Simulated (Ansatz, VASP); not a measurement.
## Pb in VASP and in Ansatz

```
Pb
1.0
     0.00000    2.48003    2.48003
     2.48003    0.00000    2.48003
     2.48003    2.48003    0.00000
Pb
1
Direct
  0.00000 0.00000 0.00000
```

Alike in both runs: functional PBE; dispersion D4; k mesh 14 × 14 × 14; occupations gaussian, width 0.1 eV; no spin polarisation.

Ansatz relaxed the structure, and its values are those at the end. VASP's run is a single point on that final structure, the one shown.

|  | VASP | Ansatz |
| --- | --- | --- |
| version | VASP 6.6.1 | Ansatz 0.2.0 |
| potentials or method | VASP PAW PBE potentials, release 64 (Pb_d), cutoff 500 eV | scalar-relativistic, plane waves, PAW |
| valence electrons in the cell | 14 | 14 |

```tsv
	VASP	Ansatz	Ansatz less VASP
gap on the k mesh at the Fermi level (eV)	none	none	-
pressure (GPa)	-0.1	0.0	+0.06
```

A gap of «none» marks a metal or a gap that the smearing closes. Ansatz's warnings: relaxed geometry near dispersion switch.

Spin-orbit coupling is off throughout.
